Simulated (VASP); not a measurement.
The system is Pt.

```xyz
2
Lattice="2.7614 0.0000 0.0000 -1.3807 2.3915 0.0000 0.0000 0.0000 4.4735" Properties=species:S:1:pos:R:3 pbc="T T T"
Pt    0.0000    1.5943    1.1184
Pt    1.3807    0.7972    3.3551
```

| Item | Value |
| --- | --- |
| Program | VASP 6.6.1 |
| Task | relaxation of cell and atoms |
| Functional | LDA |
| Potentials or basis | VASP PAW LDA potentials, release 64 (Pt) |
| Cutoff | 600 eV |
| k mesh | 16 × 16 × 9 |
| Occupations | fermi-dirac, width 0.08 eV |
| Spin | no spin polarisation |

At the start: pressure 2.7 GPa; volume 14.77 Å³/atom.

Q: How do energy, volume and symmetry change on relaxing?

A: Over 7 steps the energy falls by 19.5 meV/atom and the volume is 14.90 Å³/atom (+0.9 %); space group P6_3/mmc (No. 194, to 0.05 Å).

The path:
```tsv
step	energy change (eV)	largest force (eV/Å)	pressure (GPa)	volume (Å³)
1	0.0000	0.0000	2.74	29.54
2	-0.0161	0.0000	-7.73	30.62
3	-0.0225	0.0000	-4.40	30.24
4	-0.0386	0.0000	-0.16	29.83
5	-0.0389	0.0000	-0.67	29.87
6	-0.0390	0.0000	0.37	29.76
7	-0.0391	0.0000	-0.02	29.80
```

Final structure:
```yaml
crystal:
  lattice:
    - [2.71830, 0.00000, 0.00000]
    - [-1.35915, 2.35412, 0.00000]
    - [0.00000, 0.00000, 4.65705]
  atoms:
    - { symbol: Pt, position: [0.33333, 0.66667, 0.25000] }
    - { symbol: Pt, position: [0.66667, 0.33333, 0.75000] }
```
